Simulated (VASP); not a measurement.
# Ti (Pm-3m) in VASP: a series of runs

The runs below take Ti through single point, relaxation of cell and atoms, with r2SCAN.

All numbers are computed with VASP 6.6.1; they aren't measurements. Logs are shortened: lines on timing, memory, paths and dates and some standing lists are left out, and cuts for length are marked.

## (1) The cell of the first run

Symmetry: Pm-3m, No. 221, cubic system. The conventional cell has a = 2.628 Å, b = 2.628 Å, c = 2.628 Å, α = 90.00°, β = 90.00°, γ = 90.00°. Within 3.5 Å of Ti (site symmetry m-3m) lie 6 Ti at 2.63 Å.

This isn't the form of Ti at room conditions, which is hcp.

## (2) Single point, r2SCAN

POSCAR reads:

```
Ti
1.0
    2.6276523021      0.0000000000      0.0000000000
    0.0000000000      2.6276523021      0.0000000000
    0.0000000000      0.0000000000      2.6276523021
Ti
1
Direct
    0.0000000000      0.0000000000      0.0000000000
```

INCAR.step1 reads:

```
SYSTEM = Ti
PREC = Accurate
ENCUT = 520
ISMEAR = -1
SIGMA = 0.1
LREAL = .False.
LASPH = .True.
NELM = 80
NBANDS = 12
GGA = PE
ALGO = Normal
EDIFF = 1E-4
LWAVE = .True.
LCHARG = .False.
```

INCAR.step2 reads:

```
SYSTEM = Ti
PREC = Accurate
ENCUT = 520
EDIFF = 1E-6
ISMEAR = -1
SIGMA = 0.1
LREAL = .False.
LASPH = .True.
NELM = 80
ALGO = Normal
ISIF = 2
LWAVE = .False.
LCHARG = .False.
METAGGA = R2SCAN
LMIXTAU = .True.
NBANDS = 12
ISTART = 1
```

KPOINTS reads:

```
Automatic mesh
0
Gamma
  17 17 17
  0 0 0
```

Potentials or basis: VASP PAW PBE potentials, release 64 (Ti_sv).

Started as:

```sh
$ cat potpaw_PBE.64/Ti_sv/POTCAR > POTCAR
$ cp INCAR.step1 INCAR
$ mpirun -np 1 vasp_std > vasp.out
$ cp INCAR.step2 INCAR
$ mpirun -np 1 vasp_std > vasp.out
```

OUTCAR:

```text
SYSTEM = Ti
   PREC = Accurate
   ENCUT = 520
   EDIFF = 1E-6
   ISMEAR = -1
   LREAL = .False.
   LASPH = .True.
   NELM = 80
   ISIF = 2
   METAGGA = R2SCAN
   ISTART = 1

 ion  position               nearest neighbor table
   1  0.000  0.000  0.000-

  LATTYP: Found a simple cubic cell.
 ALAT       =     2.6276523021

  Lattice vectors:

 A1 = (   2.6276523021,   0.0000000000,   0.0000000000)
 A2 = (   0.0000000000,   2.6276523021,   0.0000000000)
 A3 = (   0.0000000000,   0.0000000000,   2.6276523021)

Analysis of symmetry for initial positions (statically):
=====================================================================
 Subroutine PRICEL returns:
 Original cell was already a primitive cell.

 Routine SETGRP: Setting up the symmetry group for a
 simple cubic supercell.

 Subroutine GETGRP returns: Found 48 space group operations
 (whereof 48 operations were pure point group operations)
 out of a pool of 48 trial point group operations.

The static configuration has the point symmetry O_h .

Analysis of symmetry for dynamics (positions and initial velocities):
=====================================================================
 Subroutine PRICEL returns:
 Original cell was already a primitive cell.

 Routine SETGRP: Setting up the symmetry group for a
 simple cubic supercell.

 Subroutine GETGRP returns: Found 48 space group operations
 (whereof 48 operations were pure point group operations)
 out of a pool of 48 trial point group operations.

The dynamic configuration has the point symmetry O_h .

 Subroutine INISYM returns: Found 48 space group operations
 (whereof 48 operations are pure point group operations),
 and found     1 'primitive' translations

----------------------------------------------------------------------------------------

                                     Primitive cell

  volume of cell :      18.1428

  direct lattice vectors                    reciprocal lattice vectors
     2.627652302  0.000000000  0.000000000     0.380567855  0.000000000  0.000000000
     0.000000000  2.627652302  0.000000000     0.000000000  0.380567855  0.000000000
     0.000000000  0.000000000  2.627652302     0.000000000  0.000000000  0.380567855

  length of vectors
     2.627652302  2.627652302  2.627652302     0.380567855  0.380567855  0.380567855

  position of ions in fractional coordinates (direct lattice)
     0.000000000  0.000000000  0.000000000

  ion indices of the primitive-cell ions
   primitive index   ion index
                 1           1

----------------------------------------------------------------------------------------

 KPOINTS: Automatic mesh

Automatic generation of k-mesh.
 Grid dimensions read from file:
 generate k-points for:   17   17   17

 Generating k-lattice:

  Cartesian coordinates                     Fractional coordinates (reciprocal lattice)
     0.022386344  0.000000000  0.000000000     0.058823529  0.000000000  0.000000000
     0.000000000  0.022386344  0.000000000     0.000000000  0.058823529  0.000000000
     0.000000000  0.000000000  0.022386344     0.000000000  0.000000000  0.058823529

  Length of vectors
     0.022386344  0.022386344  0.022386344

  Shift w.r.t. Gamma in fractional coordinates (k-lattice)
     0.000000000  0.000000000  0.000000000

 Subroutine IBZKPT returns following result:
 ===========================================

 Found    165 irreducible k-points:

 Following reciprocal coordinates:
            Coordinates               Weight
  0.000000  0.000000  0.000000      1.000000
  0.058824  0.000000  0.000000      6.000000
  0.117647  0.000000  0.000000      6.000000
  0.176471  0.000000  0.000000      6.000000
  0.235294  0.000000  0.000000      6.000000
  0.294118  0.000000  0.000000      6.000000
[... 16 lines left out ...]
  0.411765  0.117647  0.000000     24.000000
  0.470588  0.117647  0.000000     24.000000
 [... further k-points ...]
   k-points           NKPTS =    165   k-points in BZ     NKDIM =    165   number of bands    NBANDS=     12
   number of dos      NEDOS =    301   number of ions     NIONS =      1
   total plane-waves  NPLWV =   8000
   dimension x,y,z NGX =    20 NGY =   20 NGZ =   20
   dimension x,y,z NGXF=    40 NGYF=   40 NGZF=   40
   ions per type =               1
   NGX,Y,Z   is equivalent  to a cutoff of  12.65, 12.65, 12.65 a.u.
   NGXF,Y,Z  is equivalent  to a cutoff of  25.31, 25.31, 25.31 a.u.
 SYSTEM =  Ti
   PREC   = accura    normal or accurate (medium, high low for compatibility)
   ISTART =      1    job   : 0-new  1-cont  2-samecut
   ICHARG =      0    charge: 1-file 2-atom 10-const
   ISPIN  =      1    spin polarized calculation?
   LNONCOLLINEAR =      F non collinear calculations
   LSORBIT =      F    spin-orbit coupling
   LASPH  =      T    aspherical Exc in radial PAW
   ENCUT  =  520.0 eV  38.22 Ry    6.18 a.u.   4.89  4.89  4.89*2*pi/ulx,y,z
   NELM   =     80;   NELMIN=  2; NELMDL=  0     # of ELM steps
   EDIFF  = 0.1E-05   stopping-criterion for ELM
   LREAL  =      F    real-space projection
   EDIFFG = 0.1E-04   stopping-criterion for IOM
   NSW    =      0    number of steps for IOM
   IBRION =     -1    ionic relax: 0-MD 1-quasi-New 2-CG
   NFREE  =      0    steps in history (QN), initial steepest desc. (CG)
   ISIF   =      2    stress and relaxation
   ISYM   =      2    0-nonsym 1-usesym 2-fastsym
   POTIM  = 0.5000    time-step for ionic-motion
   TEBEG  =    0.0;   TEEND  =   0.0 temperature during run
   PSTRESS=    0.0 pullay stress
   NELECT =      12.0000    total number of electrons
   NUPDOWN=      -1.0000    fix difference up-down
   EMIN   =  10.00;   EMAX   =-10.00  energy-range for DOS
   EFERMI =   0.00;   METHOD = LEGACY
   ISMEAR =    -1;   SIGMA  =   0.10  broadening in eV -4-tet -1-fermi 0-gaus
   EFERMI_NEDOS =   21; number of points for ismear=-14 and -15
   IALGO  =     38    algorithm
   IMIX   =      4    mixing-type and parameters
     AMIX     =   0.40;   BMIX     =  1.00
     AMIX_MAG =   1.60;   BMIX_MAG =  1.00
  volume/ion in A,a.u.               =      18.14       122.43
  Fermi-wavevector in a.u.,A,eV,Ry     =   1.426376  2.695460 27.681712  2.034548
  Thomas-Fermi vector in A             =   2.546660
   LORBIT       =      0    0 simple, 1 ext, 2 COOP (PROOUT), +10 PAW based schemes
   METAGGA = R2SCAN    functional components
   LHFCALC =     F    Hartree Fock is set to
   AEXX    =    0.0000 exact exchange contribution
   IVDW    =     0    specifies the selected vdW correction
   LEPSILON=     F    determine dielectric tensor
   LRPA    =     F    only Hartree local field effects (RPA)
 non-spin polarized calculation
  energy-cutoff  :      520.00
  volume of cell :       18.14
 maximum number of plane-waves:       501
 NGX is ok and might be reduce to    20
   NGX =  9   NGY =  9   NGZ =  9

 number of electron      11.9999993 magnetization

 Free energy of the ion-electron system (eV)
  ---------------------------------------------------
  ext. energy  EPLUGINS =         0.00000000
  ---------------------------------------------------
  free energy    TOTEN  =       -12.06777035 eV

  energy without entropy =      -12.00604890  energy(sigma->0) =      -12.03690962

 E-fermi :   7.7441     XC(G=0): -12.0590

 val. band max:        7.7341571170   @ k =   0.4706   0.4706   0.0588
 cond. band min:       7.7450657227   @ k =   0.2941   0.1176   0.1176
 fundamental gap:      0.0109086057
 Fermi energy:         7.7440590782

 k-point     1 :       0.0000    0.0000    0.0000
  band No.  band energies     occupation
      1     -51.1344      2.00000
      2     -25.8533      2.00000
      3     -25.8533      2.00000
      4     -25.8533      2.00000
      5       1.6249      2.00000
      6       6.3162      2.00000
      7       6.3162      2.00000
      8      12.0421      0.00000
      9      12.0421      0.00000
     10      12.0421      0.00000
     11      24.4632      0.00000
     12      24.4632      0.00000

 k-point     2 :       0.0588    0.0000    0.0000
  band No.  band energies     occupation
      1     -51.1298      2.00000
      2     -25.8865      2.00000
      3     -25.8505      2.00000
      4     -25.8505      2.00000
      5       1.7196      2.00000
      6       6.3400      2.00000
      7       6.3849      2.00000
      8      11.9619      0.00000
      9      11.9619      0.00000
     10      12.0479      0.00000
     11      23.6413      0.00000
     12      24.6161      0.00000

 k-point     3 :       0.1176    0.0000    0.0000
  band No.  band energies     occupation
      1     -51.1167      2.00000
      2     -25.9811      2.00000
      3     -25.8426      2.00000
      4     -25.8426      2.00000
      5       1.9972      2.00000
      6       6.4088      2.00000
      7       6.5818      1.99998
      8      11.7398      0.00000
      9      11.7398      0.00000
     10      12.0645      0.00000
     11      22.0210      0.00000
     12      25.0572      0.00000
[... 286 lines left out ...]
 k-point    23 :       0.4118    0.1176    0.0000
  band No.  band energies     occupation
      1     -50.9899      2.00000
      2     -26.7081      2.00000
      3     -25.8966      2.00000
      4     -25.7668      2.00000
      5       5.4180      2.00000
      6       7.1636      1.99399
      7       7.4940      1.84837
      8      10.2686      0.00000
      9      10.4291      0.00000
     10      11.9518      0.00000
     11      15.8027      0.00000
     12      24.7561      0.00000

 k-point    24 :       0.4706    0.1176    0.0000
  band No.  band energies     occupation
      1     -50.9807      2.00000
      2     -26.7675      2.00000
      3     -25.8905      2.00000
      4     -25.7613      2.00000
      5       6.0465      2.00000
      6       6.9327      1.99940
      7       7.3760      1.95084
      8      10.1607      0.00000
      9      10.5011      0.00000
     10      11.9661      0.00000
     11      15.4062      0.00000
     12      24.8116      0.00000

 [... further k-points ...]

------------------------ aborting loop because EDIFF is reached ----------------------------------------

  FORCE on cell =-STRESS in cart. coord.  units (eV):
  Direction    XX          YY          ZZ          XY          YZ          ZX
  --------------------------------------------------------------------------------------
  -------------------------------------------------------------------------------------
  Total        0.0448137      0.0448137      0.0448137      0.0000000     -0.0000000     -0.0000000
  in kB        3.9574729      3.9574729      3.9574729      0.0000000     -0.0000000     -0.0000000
  external PRESSURE =       3.9574729 kB  Pullay stress =       0.0000000 kB

 VOLUME and BASIS-vectors are now :
 -----------------------------------------------------------------------------
  energy-cutoff  :      520.00
  volume of cell :       18.14
      direct lattice vectors                 reciprocal lattice vectors
     2.627652302  0.000000000  0.000000000     0.380567855  0.000000000  0.000000000
     0.000000000  2.627652302  0.000000000     0.000000000  0.380567855  0.000000000
     0.000000000  0.000000000  2.627652302     0.000000000  0.000000000  0.380567855

 POSITION                                       TOTAL-FORCE (eV/Angst)
 -----------------------------------------------------------------------------------
      0.00000      0.00000      0.00000         0.000000      0.000000      0.000000
 -----------------------------------------------------------------------------------
    total drift:                               -0.000000     -0.000000     -0.000000

  FREE ENERGIE OF THE ION-ELECTRON SYSTEM (eV)
  ---------------------------------------------------
  free  energy   TOTEN  =       -12.0677703461 eV

  energy  without entropy=      -12.0060489020  energy(sigma->0) =      -12.03690962
```

Wall time 76 s (1 thread of AMD EPYC 9R45 (Zen 5), shared host); peak memory 0.12 GiB.

Results:

```
Free energy            : -12.0678 eV
Pressure               : 0.4 GPa
Band gap on the k mesh : zero (bands 6 and 7 overlap by 2.33 eV)
```

Caveat: the PAW data sets were made with another functional, which shifts forces and pressure a little.

## (3) Single point, r2SCAN

POSCAR reads:

```
Ti
1.0
    2.6282275588      0.0000000000      0.0000000000
    0.0000000000      2.6282275588      0.0000000000
    0.0000000000      0.0000000000      2.6282275588
Ti
1
Direct
    0.0000000000      0.0000000000      0.0000000000
```

INCAR.step1 reads:

```
SYSTEM = Ti
PREC = Accurate ; ENCUT = 520
ISMEAR = -1 ; SIGMA = 0.1
LREAL = .FALSE. ; LASPH = .TRUE.
NELM = 100 ; NBANDS = 12
GGA = PE ; ALGO = Normal
EDIFF = 1E-4 ; LWAVE = .TRUE.
LCHARG = .FALSE.
```

INCAR.step2 reads:

```
SYSTEM = Ti
PREC = Accurate ; ENCUT = 520
EDIFF = 1E-6 ; ISMEAR = -1
SIGMA = 0.1 ; LREAL = .FALSE.
LASPH = .TRUE. ; NELM = 100
ALGO = Normal ; ISIF = 2
LWAVE = .FALSE. ; LCHARG = .TRUE.
METAGGA = R2SCAN ; LMIXTAU = .TRUE.
LELF = .TRUE. ; LVHAR = .TRUE.
NBANDS = 12 ; ISTART = 1
```

KPOINTS reads:

```
regular mesh
0
G
  18 18 18
  0 0 0
```

Potentials or basis: VASP PAW PBE potentials, release 64 (Ti_sv).

Started as:

```sh
$ cat potpaw_PBE.64/Ti_sv/POTCAR > POTCAR
$ cp INCAR.step1 INCAR
$ mpirun -np 1 vasp_std > vasp.out
$ cp INCAR.step2 INCAR
$ mpirun -np 1 vasp_std > vasp.out
```

Wall time 96 s (1 thread of AMD EPYC 9R45 (Zen 5), shared host); peak memory 0.13 GiB.

It converged, with:

```yaml
Free_energy: -12.0670 eV
Pressure: 0.4 GPa
Band_gap_on_the_k_mesh: zero (bands 6 and 7 overlap by 2.36 eV)
```

Levels at points of the mesh, in eV from the Fermi level:
```tsv
k point	band 2	band 3	band 4	band 5	band 6	band 7	band 8	band 9	band 10	band 11
(0.00, 0.00, 0.00)	-33.60	-33.60	-33.60	-6.12	-1.43	-1.43	4.30	4.30	4.30	16.71
(0.50, 0.00, 0.00)	-34.54	-33.52	-33.52	-1.93	-0.66	-0.48	2.35	2.35	4.47	7.64
(0.50, 0.50, 0.00)	-34.39	-34.39	-33.44	-2.84	-0.12	2.79	2.79	5.25	5.41	5.41
(0.50, 0.50, 0.50)	-34.27	-34.27	-34.27	-1.14	-1.14	-1.14	5.35	5.35	9.24	12.16
```

Caveat: the PAW data sets were made with another functional, which shifts forces and pressure a little.

## (4) Relaxation of cell and atoms, r2SCAN

This run uses another cell than the first one, of 19.47 Å³/atom.

POSCAR reads:

```
Ti
1.0
    2.6900000000      0.0000000000      0.0000000000
    0.0000000000      2.6900000000      0.0000000000
    0.0000000000      0.0000000000      2.6900000000
Ti
1
Direct
    0.0000000000      0.0000000000      0.0000000000
```

INCAR.step1 reads:

```
SYSTEM = Ti
PREC = Accurate
ENCUT = 600
ISMEAR = -1
SIGMA = 0.1
LREAL = .False.
LASPH = .True.
NELM = 80
GGA = PE
ALGO = Normal
EDIFF = 1E-4
LWAVE = .True.
LCHARG = .False.
```

INCAR.step2 reads:

```
SYSTEM = Ti
PREC = Accurate
ENCUT = 600
EDIFF = 1E-7
ISMEAR = -1
SIGMA = 0.1
LREAL = .False.
LASPH = .True.
NELM = 80
ALGO = Normal
ISIF = 3
LWAVE = .False.
LCHARG = .False.
METAGGA = R2SCAN
LMIXTAU = .True.
IBRION = 2
NSW = 80
EDIFFG = -0.03
ISTART = 1
```

KPOINTS reads:

```
Automatic mesh
0
Gamma
  17 17 17
  0 0 0
```

Started as:

```sh
$ cat potpaw_PBE.64/Ti_sv/POTCAR > POTCAR
$ cp INCAR.step1 INCAR
$ mpirun -np 1 vasp_std > vasp.out
$ cp INCAR.step2 INCAR
$ mpirun -np 1 vasp_std > vasp.out
```

It took 4.5 min on 1 thread of AMD EPYC 9R45 (Zen 5), shared host; peak memory 0.15 GiB.

It converged, with:

* Free energy: -12.0680 eV
* Relaxed volume: 18.24 Å³/atom
* Relaxed cell: a = 2.632 Å, b = 2.632 Å, c = 2.632 Å, α = 90.00°, β = 90.00°, γ = 90.00°
* Space group after relaxing (to 0.1 Å): Pm-3m (No. 221)
* Energy gained by relaxing: 18.6 meV/atom
* Ionic steps: 3
* Pressure after relaxing: 0.0 GPa
* Band gap on the k mesh: zero (bands 6 and 7 overlap by 2.32 eV)

The path:
| step | energy change (eV) | largest force (eV/Å) | pressure (GPa) | volume (Å³) |
| --- | --- | --- | --- | --- |
| 1 | 0.0000 | 0.0000 | -4.61 | 19.47 |
| 2 | -0.0172 | 0.0000 | 1.39 | 17.93 |
| 3 | -0.0186 | 0.0000 | -0.02 | 18.24 |

Final structure:
```cif
data_structure
_symmetry_space_group_name_H-M 'P 1'
_symmetry_Int_Tables_number 1
_cell_length_a 2.6321
_cell_length_b 2.6321
_cell_length_c 2.6321
_cell_angle_alpha 90.000
_cell_angle_beta 90.000
_cell_angle_gamma 90.000
_cell_volume 18.24
loop_
_atom_site_label
_atom_site_type_symbol
_atom_site_fract_x
_atom_site_fract_y
_atom_site_fract_z
_atom_site_occupancy
Ti1 Ti 0.00000 0.00000 0.00000 1
```

Levels at points of the mesh, in eV from the Fermi level:
| k point | band 2 | band 3 | band 4 | band 5 | band 6 | band 7 | band 8 | band 9 | band 10 |
| --- | --- | --- | --- | --- | --- | --- | --- | --- | --- |
| (0.00, 0.00, 0.00) | -33.61 | -33.61 | -33.61 | -6.11 | -1.42 | -1.42 | 4.28 | 4.28 | 4.28 |

Caveat: the PAW data sets were made with another functional, which shifts forces and pressure a little.

## (5) The runs side by side

| task | cell | k mesh | cutoff (eV) | gap on the mesh (eV) | pressure (GPa) |
| --- | --- | --- | --- | --- | --- |
| single point | a = 2.628 Å, 1 atom | 17 × 17 × 17 | 520 | none | 0.4 |
| single point | a = 2.628 Å, 1 atom | 18 × 18 × 18 | 520 | none | 0.4 |
| relaxation of cell and atoms | relaxed from a = 2.690 Å, 1 atom | 17 × 17 × 17 | 600 | none | 0.0 |

Alike in all rows: level r2SCAN; potentials or basis VASP PAW PBE potentials, release 64 (Ti_sv); no spin polarisation; smearing fermi-dirac 0.1 eV.

Caveats: the PAW data sets were made with another functional, which shifts forces and pressure a little.

Total energies depend on the potentials used, so only differences within one code and one set of settings carry meaning.
